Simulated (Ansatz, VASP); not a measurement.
**Two plane-wave programs on CsI**

```
CELL_PARAMETERS angstrom
4.60808 0.00000 0.00000
0.00000 4.60808 0.00000
0.00000 0.00000 4.60808
ATOMIC_POSITIONS crystal
Cs 0.00000 0.00000 0.00000
I 0.50000 0.50000 0.50000
```

Alike in both runs: task single point; functional HSE06; k mesh 4 × 4 × 4; no spin polarisation.

```csv
,VASP,Ansatz
version,VASP 6.6.1,Ansatz 0.2.0
potentials or method,"VASP PAW PBE potentials, release 64 (Cs_sv, I)","plane waves, PAW"
plane-wave cutoff (eV),400,420
occupations,"gaussian, width 0.01 eV",fixed
valence electrons in the cell,16,26
```

|  | VASP | Ansatz | Ansatz less VASP |
| --- | --- | --- | --- |
| gap on the k mesh at the Fermi level (eV) | 4.78 | 4.79 | +0.019 |
| pressure (GPa) | 0.2 | 0.2 | +0.01 |

VASP's potentials hold 16 valence electrons a cell and Ansatz's 26, so a difference there can come from the potentials and not from the codes. Ansatz's warnings: stress exchange threshold loose, stress scf threshold loose.

Spin-orbit coupling is off throughout.
